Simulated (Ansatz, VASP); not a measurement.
**WF2: VASP beside Ansatz**

File INCAR:

```
  ALGO = Normal
  EDIFF = 1E-6
  ENCUT = 520
  GGA = PE
  ISIF = 2
  ISMEAR = 0
  ISPIN = 2
  KPAR = 4
  LASPH = True
  LCHARG = False
  LMAXMIX = 4
  LORBIT = 11
  LREAL = False
  LWAVE = False
  MAGMOM = 1 -1 0 0 0 0
  NBANDS = 41
  NELM = 150
  PREC = Accurate
  SIGMA = 0.1
```

The input KPOINTS:

```
k-points
0
Gamma
  6 6 14
```

POSCAR

```
WF2
1.0
    5.9558820542      0.0000000000      0.0000000000
    0.0000000000      5.9558820542      0.0000000000
    0.0000000000      0.0000000000      2.5095579852
W F
2 4
Direct
    0.0000000000      0.0000000000      0.0000000000
    0.5000000000      0.5000000000      0.5000000000
    0.2463486688      0.2463486688      0.0000000000
    0.7536513312      0.7536513312      0.0000000000
    0.7463486688      0.2536513312      0.5000000000
    0.2536513312      0.7463486688      0.5000000000
```

Input for Ansatz:

```yaml
crystal:
  lattice:
    - [5.9558820542, 0.0, 0.0]
    - [0.0, 5.9558820542, 0.0]
    - [0.0, 0.0, 2.5095579852]
  atoms:
    - { symbol: W, position: [0.0, 0.0, 0.0], spin: 1.0 }
    - { symbol: W, position: [0.5, 0.5, 0.5], spin: -1.0 }
    - { symbol: F, position: [0.2463486688, 0.2463486688, 0.0] }
    - { symbol: F, position: [0.7536513312, 0.7536513312, 0.0] }
    - { symbol: F, position: [0.7463486688, 0.2536513312, 0.5] }
    - { symbol: F, position: [0.2536513312, 0.7463486688, 0.5] }
basis:
  ecutwfc: 420
kpoints:
  mp_grid: { grid: [6, 6, 14] }
hamiltonian:
  xc: pbe
scf:
  occupations: { method: gaussian, width: 0.1 }
  lower_state_search: "off"
output:
  forces: true
  stress: true
  eigenvalues: true
  populations: true
  write_density: true
  write_potential: true
  elf: true
  volumetric_format: npy
magnetization:
  spin_polarized: true
```

Alike in both runs: task single point; functional PBE; k mesh 6 × 6 × 14; occupations gaussian, width 0.1 eV; collinear spin.

```csv
,VASP,Ansatz
version,VASP 6.6.1,Ansatz 0.2.0
potentials or method,"VASP PAW PBE potentials, release 64 (W_sv, F), cutoff 520 eV","scalar-relativistic, plane waves, PAW"
valence electrons in the cell,56,56
```

VASP gave:

* gap on the k mesh at the Fermi level (eV): none
* pressure (GPa): -2.5
* traceless stress, the component that is largest in VASP (GPa): 4.11
* rms of the force components (eV/Å): 0.082
* net moment per atom (μB): 0.00
* size of the moment on the site where the two differ most (μB): 0.84

Question: Estimate Ansatz's values.

Answer: gap on the k mesh at the Fermi level (eV): none; pressure (GPa): -3.1; traceless stress, the component that is largest in VASP (GPa): 4.16; rms of the force components (eV/Å): 0.035; net moment per atom (μB): 0.00; size of the moment on the site where the two differ most (μB): 0.51.

Site moments also hang on the region over which each program counts them. Atom by atom the forces differ by 0.047 eV/Å (rms over components). A gap of «none» marks a metal or a gap that the smearing closes.

Spin-orbit coupling is off throughout.
